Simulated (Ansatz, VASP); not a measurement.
# RbTaAs2: VASP beside Ansatz

```
CELL_PARAMETERS angstrom
5.26488 0.00000 0.00000
-2.63244 4.55952 0.00000
0.00000 0.00000 5.95009
ATOMIC_POSITIONS crystal
Rb 0.00000 0.00000 0.00000
Ta 0.00000 0.00000 0.50000
As 0.33333 0.66667 0.00000
As 0.66667 0.33333 0.00000
```

Alike in both runs: functional PBE; k mesh 6 × 6 × 4; occupations gaussian, width 0.1 eV; no spin polarisation.

Ansatz relaxed the structure, and its values are those at the end. VASP's run is a single point on that final structure, the one shown.

|  | VASP | Ansatz |
| --- | --- | --- |
| version | VASP 6.6.1 | Ansatz 0.2.0 |
| potentials or method | VASP PAW PBE potentials, release 64 (Rb_sv, Ta_pv, As), cutoff 520 eV | scalar-relativistic, plane waves, PAW |
| valence electrons in the cell | 30 | 52 |

```csv
,VASP,Ansatz,Ansatz less VASP
gap on the k mesh at the Fermi level (eV),none,none,-
pressure (GPa),0.0,-0.1,-0.08
```

A gap of «none» marks a metal or a gap that the smearing closes. VASP's potentials hold 30 valence electrons a cell and Ansatz's 52, so a difference there can come from the potentials and not from the codes.

Neither program's run includes spin-orbit coupling.
